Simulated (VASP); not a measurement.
# Lu: single point with PBE

Crystal: Lu.

```
Lu
1.0
     0.00000    3.69329    3.69329
     3.69329    0.00000    3.69329
     3.69329    3.69329    0.00000
Lu
2
Direct
  0.00000 0.00000 0.00000
  0.25000 0.25000 0.25000
```

This isn't the form of Lu at room conditions, which is hcp.

```json
{"Program": "VASP 6.6.1", "Task": "single point", "Functional": "PBE", "Potentials or basis": "VASP PAW PBE potentials, release 64 (Lu)", "Cutoff": "520 eV", "k mesh": "11 × 11 × 11", "Occupations": "fermi-dirac, width 0.03 eV", "Spin": "no spin polarisation", "Dipole correction": "no", "Further INCAR settings": "ALGO = Normal; EDIFF = 1e-07; NBANDS = 32"}
```

The pressure is 0.1 GPa and the band gap on the k mesh is zero (bands 25 and 26 overlap by 1.06 eV).

Levels at points of the mesh, in eV from the Fermi level:
```tsv
k point	band 21	band 22	band 23	band 24	band 25	band 26	band 27	band 28
(0.00, 0.00, 0.00)	-5.88	-5.88	-4.47	0.36	0.36	0.43	0.43	0.43
```

Wall time 92 s on 1 thread of AMD EPYC 9R45 96-Core Processor (Zen 5) (shared host), peak memory 0.31 GiB.

Caveat: spin-orbit coupling is left out, which moves the levels of the heavy elements.
